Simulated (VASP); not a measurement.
HgTe:

```
Hg Te
1.0
     0.00000    3.18000    3.18000
     3.18000    0.00000    3.18000
     3.18000    3.18000    0.00000
Hg Te
1 1
Direct
  0.00000 0.00000 0.00000
  0.50000 0.50000 0.50000
```

```yaml
Program: VASP 6.6.1
Task: relaxation of cell and atoms
Functional: RPBE
Potentials_or_basis: VASP PAW PBE potentials, release 64 (Hg, Te)
Cutoff: 600 eV
k_mesh: 7 × 7 × 7
Occupations: fermi-dirac, width 0.05 eV
Spin: no spin polarisation
```

At the start: pressure -2.0 GPa; volume 32.16 Å³/atom.

Question: How do energy, volume and symmetry change on relaxing?

Answer: Over 3 steps the energy falls by 12.3 meV/atom and the volume is 30.28 Å³/atom (-5.8 %); space group Fm-3m (No. 225, to 0.05 Å).

Step by step:
| step | energy change (eV) | largest force (eV/Å) | pressure (GPa) | volume (Å³) |
| --- | --- | --- | --- | --- |
| 1 | 0.0000 | 0.0000 | -1.95 | 64.31 |
| 2 | -0.0245 | 0.0000 | -0.11 | 60.74 |
| 3 | -0.0245 | 0.0000 | -0.01 | 60.57 |

Final structure:
```xyz
2
Lattice="0.0000 3.1170 3.1170 3.1170 0.0000 3.1170 3.1170 3.1170 0.0000" Properties=species:S:1:pos:R:3 pbc="T T T"
Hg    0.0000    0.0000    0.0000
Te    3.1170    3.1170    3.1170
```

Caveat: the PAW data sets were made with another functional, which shifts forces and pressure a little.
